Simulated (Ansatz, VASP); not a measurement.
# One calculation of KSiH, two programs

```
K Si H
1.0
     3.57589    0.00000    0.00000
     0.00000    3.57589    0.00000
     0.00000    0.00000   10.08507
K Si H
2 2 2
Direct
  0.00000 0.50000 0.82639
  0.50000 0.00000 0.17361
  0.50000 0.00000 0.51024
  0.00000 0.50000 0.48976
  0.00000 0.00000 0.00000
  0.50000 0.50000 0.00000
```

Change from the starting cell: species swapped into the ZrGeSe type (P4/nmm, No. 129).

Alike in both runs: functional PBE; k mesh 10 × 10 × 4; occupations gaussian, width 0.1 eV; no spin polarisation.

Ansatz relaxed the structure, and its values are those at the end. VASP's run is a single point on that final structure, the one shown.

|  | VASP | Ansatz |
| --- | --- | --- |
| version | VASP 6.6.1 | Ansatz 0.2.0 |
| potentials or method | VASP PAW PBE potentials, release 64 (K_sv, Si, H), cutoff 500 eV | scalar-relativistic, plane waves, PAW |
| valence electrons in the cell | 28 | 28 |

|  | VASP | Ansatz | Ansatz less VASP |
| --- | --- | --- | --- |
| gap on the k mesh at the Fermi level (eV) | none | none | - |
| pressure (GPa) | 0.0 | 0.0 | 0.00 |
| rms of the force components (eV/Å) | 0.003 | 0.000 | -0.0030 |

A gap of «none» marks a metal or a gap that the smearing closes.
